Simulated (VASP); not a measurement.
# CuP (Fm-3m) in VASP: further runs

Aim: see how the results for CuP move with the level of theory and the settings. Levels: r2SCAN, PBE. Tasks: single point.

All numbers are computed with VASP 6.6.1; they aren't measurements. Logs are shortened: lines on timing, memory, paths and dates and some standing lists are left out, and cuts for length are marked.

## Step 1: The cell of the first run

It takes space group Fm-3m (No. 225, cubic). Conventional cell: a = 4.926 Å, b = 4.926 Å, c = 4.926 Å, α = 90.00°, β = 90.00°, γ = 90.00°. Within 3.3 Å of Cu (site symmetry m-3m) lie 6 P at 2.46 Å. P (site symmetry m-3m) has 6 Cu at 2.46 Å within 3.3 Å.

## Step 2: Single point, r2SCAN (volume scaled by 1.070)

The input, POSCAR:

```
CuP
1.0
    0.0000000000      2.4627840090      2.4627840090
    2.4627840090      0.0000000000      2.4627840090
    2.4627840090      2.4627840090      0.0000000000
Cu P
1 1
Direct
    0.5000000000      0.5000000000      0.5000000000
    0.0000000000      0.0000000000      0.0000000000
```

The input, INCAR.step1:

```
ALGO     = Normal         # electronic algorithm
EDIFF    = 1E-4           # SCF threshold, eV
ENCUT    = 520            # plane-wave cutoff, eV
GGA      = PE             # functional
ISMEAR   = 0              # smearing method
LASPH    = True           # aspherical terms in the spheres
LCHARG   = False          # write CHGCAR
LREAL    = False          # projectors in reciprocal space
LWAVE    = True           # write WAVECAR
NBANDS   = 15             # bands
NELM     = 100            # most SCF steps
PREC     = Accurate       # precision mode
SIGMA    = 0.05           # smearing width, eV
```

The input, INCAR.step2:

```
ALGO     = Normal         # electronic algorithm
EDIFF    = 1E-6           # SCF threshold, eV
ENCUT    = 520            # plane-wave cutoff, eV
ISIF     = 2              # what is computed and relaxed
ISMEAR   = 0              # smearing method
ISTART   = 1            
LASPH    = True           # aspherical terms in the spheres
LCHARG   = False          # write CHGCAR
LMIXTAU  = True         
LREAL    = False          # projectors in reciprocal space
LWAVE    = False          # write WAVECAR
METAGGA  = R2SCAN         # meta-GGA
NBANDS   = 15             # bands
NELM     = 100            # most SCF steps
PREC     = Accurate       # precision mode
SIGMA    = 0.05           # smearing width, eV
```

The input, KPOINTS:

```
k-points
0
Gamma
  12 12 12
```

Potentials or basis: VASP PAW PBE potentials, release 64 (Cu, P).

On the command line:

```
cat potpaw_PBE.64/Cu/POTCAR potpaw_PBE.64/P/POTCAR > POTCAR
cp INCAR.step1 INCAR
mpirun -np 1 vasp_std > vasp.out
cp INCAR.step2 INCAR
mpirun -np 1 vasp_std > vasp.out
```

OUTCAR:

```text
EDIFF = 1E-6
   ENCUT = 520
   ISIF = 2
   ISMEAR = 0
   ISTART = 1
   LASPH = True
   LREAL = False
   METAGGA = R2SCAN
   NELM = 100
   PREC = Accurate

 ion  position               nearest neighbor table
   1  0.500  0.500  0.500-   2 2.46   2 2.46   2 2.46   2 2.46   2 2.46   2 2.46
   2  0.000  0.000  0.000-   1 2.46   1 2.46   1 2.46   1 2.46   1 2.46   1 2.46

  LATTYP: Found a face centered cubic cell.
 ALAT       =     4.9255680180

  Lattice vectors:

 A1 = (   0.0000000000,   2.4627840090,   2.4627840090)
 A2 = (   2.4627840090,   0.0000000000,   2.4627840090)
 A3 = (   2.4627840090,   2.4627840090,   0.0000000000)

Analysis of symmetry for initial positions (statically):
=====================================================================
 Subroutine PRICEL returns:
 Original cell was already a primitive cell.

 Routine SETGRP: Setting up the symmetry group for a
 face centered cubic supercell.

 Subroutine GETGRP returns: Found 48 space group operations
 (whereof 48 operations were pure point group operations)
 out of a pool of 48 trial point group operations.

The static configuration has the point symmetry O_h .

Analysis of symmetry for dynamics (positions and initial velocities):
=====================================================================
 Subroutine PRICEL returns:
 Original cell was already a primitive cell.

 Routine SETGRP: Setting up the symmetry group for a
 face centered cubic supercell.

 Subroutine GETGRP returns: Found 48 space group operations
 (whereof 48 operations were pure point group operations)
 out of a pool of 48 trial point group operations.

The dynamic configuration has the point symmetry O_h .

 Subroutine INISYM returns: Found 48 space group operations
 (whereof 48 operations are pure point group operations),
 and found     1 'primitive' translations

----------------------------------------------------------------------------------------

                                     Primitive cell

  volume of cell :      29.8751

  direct lattice vectors                    reciprocal lattice vectors
     0.000000000  2.462784009  2.462784009    -0.203022270  0.203022270  0.203022270
     2.462784009  0.000000000  2.462784009     0.203022270 -0.203022270  0.203022270
     2.462784009  2.462784009  0.000000000     0.203022270  0.203022270 -0.203022270

  length of vectors
     3.482902547  3.482902547  3.482902547     0.351644887  0.351644887  0.351644887

  position of ions in fractional coordinates (direct lattice)
     0.500000000  0.500000000  0.500000000
     0.000000000  0.000000000  0.000000000

  ion indices of the primitive-cell ions
   primitive index   ion index
                 1           1
                 2           2

----------------------------------------------------------------------------------------

 KPOINTS: k-points

Automatic generation of k-mesh.
 Grid dimensions read from file:
 generate k-points for:   12   12   12

 Generating k-lattice:

  Cartesian coordinates                     Fractional coordinates (reciprocal lattice)
    -0.016918522  0.016918522  0.016918522     0.083333333  0.000000000  0.000000000
     0.016918522 -0.016918522  0.016918522     0.000000000  0.083333333  0.000000000
     0.016918522  0.016918522 -0.016918522     0.000000000  0.000000000  0.083333333

  Length of vectors
     0.029303741  0.029303741  0.029303741

  Shift w.r.t. Gamma in fractional coordinates (k-lattice)
     0.000000000  0.000000000  0.000000000

 Subroutine IBZKPT returns following result:
 ===========================================

 Found     72 irreducible k-points:

 Following reciprocal coordinates:
            Coordinates               Weight
  0.000000  0.000000  0.000000      1.000000
  0.083333  0.000000  0.000000      8.000000
  0.166667  0.000000  0.000000      8.000000
  0.250000  0.000000  0.000000      8.000000
  0.333333  0.000000  0.000000      8.000000
  0.416667  0.000000  0.000000      8.000000
[... 16 lines left out ...]
  0.500000  0.166667  0.000000     24.000000
 -0.416667  0.166667  0.000000     24.000000
 [... further k-points ...]
   k-points           NKPTS =     72   k-points in BZ     NKDIM =     72   number of bands    NBANDS=     15
   number of dos      NEDOS =    301   number of ions     NIONS =      2
   total plane-waves  NPLWV =  21952
   dimension x,y,z NGX =    28 NGY =   28 NGZ =   28
   dimension x,y,z NGXF=    56 NGYF=   56 NGZF=   56
   ions per type =               1   1
   NGX,Y,Z   is equivalent  to a cutoff of  13.36, 13.36, 13.36 a.u.
   NGXF,Y,Z  is equivalent  to a cutoff of  26.73, 26.73, 26.73 a.u.
 SYSTEM =  unknown system
   PREC   = accura    normal or accurate (medium, high low for compatibility)
   ISTART =      1    job   : 0-new  1-cont  2-samecut
   ICHARG =      0    charge: 1-file 2-atom 10-const
   ISPIN  =      1    spin polarized calculation?
   LNONCOLLINEAR =      F non collinear calculations
   LSORBIT =      F    spin-orbit coupling
   LASPH  =      T    aspherical Exc in radial PAW
   ENCUT  =  520.0 eV  38.22 Ry    6.18 a.u.   6.48  6.48  6.48*2*pi/ulx,y,z
   NELM   =    100;   NELMIN=  2; NELMDL=  0     # of ELM steps
   EDIFF  = 0.1E-05   stopping-criterion for ELM
   LREAL  =      F    real-space projection
[... 7 lines left out ...]
   TEBEG  =    0.0;   TEEND  =   0.0 temperature during run
   PSTRESS=    0.0 pullay stress
   NELECT =      16.0000    total number of electrons
   NUPDOWN=      -1.0000    fix difference up-down
   EMIN   =  10.00;   EMAX   =-10.00  energy-range for DOS
   EFERMI =   0.00;   METHOD = LEGACY
   ISMEAR =     0;   SIGMA  =   0.05  broadening in eV -4-tet -1-fermi 0-gaus
   EFERMI_NEDOS =   21; number of points for ismear=-14 and -15
   IALGO  =     38    algorithm
   IMIX   =      4    mixing-type and parameters
     AMIX     =   0.40;   BMIX     =  1.00
     AMIX_MAG =   1.60;   BMIX_MAG =  1.00
  volume/ion in A,a.u.               =      14.94       100.80
  Fermi-wavevector in a.u.,A,eV,Ry     =   1.329470  2.512334 24.048163  1.767490
  Thomas-Fermi vector in A             =   2.458630
   LORBIT       =      0    0 simple, 1 ext, 2 COOP (PROOUT), +10 PAW based schemes
   METAGGA = R2SCAN    functional components
   LHFCALC =     F    Hartree Fock is set to
   AEXX    =    0.0000 exact exchange contribution
   IVDW    =     0    specifies the selected vdW correction
   LEPSILON=     F    determine dielectric tensor
   LRPA    =     F    only Hartree local field effects (RPA)
 non-spin polarized calculation
 Gauss-broadening in eV      SIGMA  =   0.05
  energy-cutoff  :      520.00
  volume of cell :       29.88
 maximum number of plane-waves:       821
 NGX is ok and might be reduce to    28
   NGX = 13   NGY = 13   NGZ = 13

 number of electron      15.9999998 magnetization

 Free energy of the ion-electron system (eV)
  ---------------------------------------------------
  ext. energy  EPLUGINS =         0.00000000
  ---------------------------------------------------
  free energy    TOTEN  =       -19.33141822 eV

  energy without entropy =      -19.32964704  energy(sigma->0) =      -19.33053263

 E-fermi :   6.8101     XC(G=0): -11.9678

 val. band max:        6.7930502346   @ k =  -0.3333   0.3333   0.0833
 cond. band min:       6.8258702553   @ k =   0.3333   0.1667   0.0833
 fundamental gap:      0.0328200207
 Fermi energy:         6.8101097223

 k-point     1 :       0.0000    0.0000    0.0000
  band No.  band energies     occupation
      1      -6.6524      2.00000
      2       3.3642      2.00000
      3       3.3642      2.00000
      4       3.3642      2.00000
      5       3.3741      2.00000
      6       3.3741      2.00000
      7       7.8866      0.00000
      8       7.8866      0.00000
      9       7.8866      0.00000
     10      13.7613      0.00000
     11      16.4961      0.00000
     12      16.4961      0.00000
     13      16.4961      0.00000
     14      20.0527      0.00000
     15      20.1215      0.00000

 k-point     2 :       0.0833    0.0000    0.0000
  band No.  band energies     occupation
      1      -6.5383      2.00000
      2       3.3012      2.00000
      3       3.3014      2.00000
      4       3.3147      2.00000
      5       3.3918      2.00000
      6       3.3918      2.00000
      7       7.2797      0.00000
      8       7.9681      0.00000
      9       7.9682      0.00000
     10      14.1976      0.00000
     11      16.1224      0.00000
     12      16.5720      0.00000
     13      16.5720      0.00000
     14      18.8196      0.00000
     15      18.8196      0.00000

 k-point     3 :       0.1667    0.0000    0.0000
  band No.  band energies     occupation
      1      -6.2016      2.00000
      2       3.1124      2.00000
      3       3.1191      2.00000
      4       3.1192      2.00000
      5       3.4638      2.00000
      6       3.4638      2.00000
      7       6.0210      2.00000
      8       8.1876      0.00000
      9       8.1876      0.00000
     10      14.2660      0.00000
     11      16.2584      0.00000
     12      16.2585      0.00000
     13      16.4269      0.00000
     14      18.0999      0.00000
     15      18.0999      0.00000

 k-point     4 :       0.2500    0.0000    0.0000
  band No.  band energies     occupation
      1      -5.6616      2.00000
      2       2.5419      2.00000
      3       2.8931      2.00000
      4       2.8932      2.00000
      5       3.5650      2.00000
      6       3.5650      2.00000
      7       4.9223      2.00000
      8       8.4911      0.00000
      9       8.4911      0.00000
     10      13.5539      0.00000
     11      15.1496      0.00000
     12      15.1497      0.00000
     13      17.6514      0.00000
     14      18.7465      0.00000
     15      18.7465      0.00000
[... 307 lines left out ...]
 k-point    22 :       0.4167    0.1667    0.0000
  band No.  band energies     occupation
      1      -4.4405      2.00000
      2       1.2555      2.00000
      3       2.5538      2.00000
      4       2.8229      2.00000
      5       3.6371      2.00000
      6       3.7631      2.00000
      7       4.3635      2.00000
      8       7.3741      0.00000
      9       7.7591      0.00000
     10      11.6943      0.00000
     11      14.5532      0.00000
     12      15.9186      0.00000
     13      17.2859      0.00000
     14      20.7903      0.00000
     15      22.1044      0.00000

 k-point    23 :       0.5000    0.1667    0.0000
  band No.  band energies     occupation
      1      -3.8632      2.00000
      2       0.5101      2.00000
      3       2.4109      2.00000
      4       2.6593      2.00000
      5       3.7346      2.00000
      6       3.7935      2.00000
      7       4.1720      2.00000
      8       7.3310      0.00000
      9       7.8224      0.00000
     10      11.7005      0.00000
     11      14.6189      0.00000
     12      15.1198      0.00000
     13      18.3604      0.00000
     14      20.8775      0.00000
     15      22.1592      0.00000

 k-point    24 :      -0.4167    0.1667    0.0000
  band No.  band energies     occupation
      1      -3.7498      2.00000
      2       0.3525      2.00000
      3       2.4143      2.00000
      4       2.5746      2.00000
      5       3.7642      2.00000
      6       3.7964      2.00000
      7       4.1690      2.00000
      8       6.8677      0.10339
      9       8.3760      0.00000
     10      11.9886      0.00000
     11      14.5055      0.00000
     12      14.7520      0.00000
     13      19.0332      0.00000
     14      20.9515      0.00000
     15      21.2539      0.00000

 [... further k-points ...]
[... 5 lines left out ...]
  --------------------------------------------------------------------------------------
  -------------------------------------------------------------------------------------
  Total       -1.2854019     -1.2854019     -1.2854019      0.0000000      0.0000000     -0.0000000
  in kB      -68.9351221    -68.9351221    -68.9351221      0.0000000      0.0000000     -0.0000000
  external PRESSURE =     -68.9351221 kB  Pullay stress =       0.0000000 kB

 VOLUME and BASIS-vectors are now :
 -----------------------------------------------------------------------------
  energy-cutoff  :      520.00
  volume of cell :       29.88
      direct lattice vectors                 reciprocal lattice vectors
     0.000000000  2.462784009  2.462784009    -0.203022270  0.203022270  0.203022270
     2.462784009  0.000000000  2.462784009     0.203022270 -0.203022270  0.203022270
     2.462784009  2.462784009  0.000000000     0.203022270  0.203022270 -0.203022270

 POSITION                                       TOTAL-FORCE (eV/Angst)
 -----------------------------------------------------------------------------------
      2.46278      2.46278      2.46278         0.000000      0.000000     -0.000000
      0.00000      0.00000      0.00000        -0.000000     -0.000000      0.000000
 -----------------------------------------------------------------------------------
    total drift:                                0.000000      0.000000      0.000000

  FREE ENERGIE OF THE ION-ELECTRON SYSTEM (eV)
  ---------------------------------------------------
  free  energy   TOTEN  =       -19.3314182187 eV

  energy  without entropy=      -19.3296470438  energy(sigma->0) =      -19.33053263
```

Run time: 2.5 min. Hardware: 1 thread of Oxide Virtual Turin-like, shared host; peak memory 0.14 GiB.

Results:

```
Free energy            : -19.3314 eV
Pressure               : -6.9 GPa
Band gap on the k mesh : zero (band 8 reaches 9.23 eV, above the bottom of band 9 at 4.69 eV)
```

Caveat: the PAW data sets were made with another functional, which shifts forces and pressure a little.

(Continued in part 2 of 2.)
